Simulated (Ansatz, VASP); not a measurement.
**Pb in VASP and in Ansatz**

```
Pb
1.0
     0.00000    2.60729    2.21619
     2.60729    0.00000    2.21619
     2.60729    2.60729    0.00000
Pb
1
Direct
  0.00000 0.00000 0.00000
```

Alike in both runs: task single point; functional PBEsol; k mesh 18 × 18 × 18; occupations gaussian, width 0.15 eV; no spin polarisation.

```csv
,VASP,Ansatz
version,VASP 6.6.1,Ansatz 0.2.0
potentials or method,"VASP PAW PBE potentials, release 64 (Pb_d), cutoff 520 eV","scalar-relativistic, plane waves, PAW"
valence electrons in the cell,14,14
```

Ansatz gave:

| Quantity | Value |
| --- | --- |
| gap on the k mesh at the Fermi level (eV) | none |
| pressure (GPa) | -0.2 |
| traceless stress, the component that is largest in VASP (GPa) | 0.88 |

Q: Estimate VASP's values.

A: gap on the k mesh at the Fermi level (eV): none; pressure (GPa): -0.2; traceless stress, the component that is largest in VASP (GPa): 0.89.

VASP's potentials were made for PBE, not for PBEsol. A gap of «none» marks a metal or a gap that the smearing closes.

Spin-orbit coupling is off throughout.
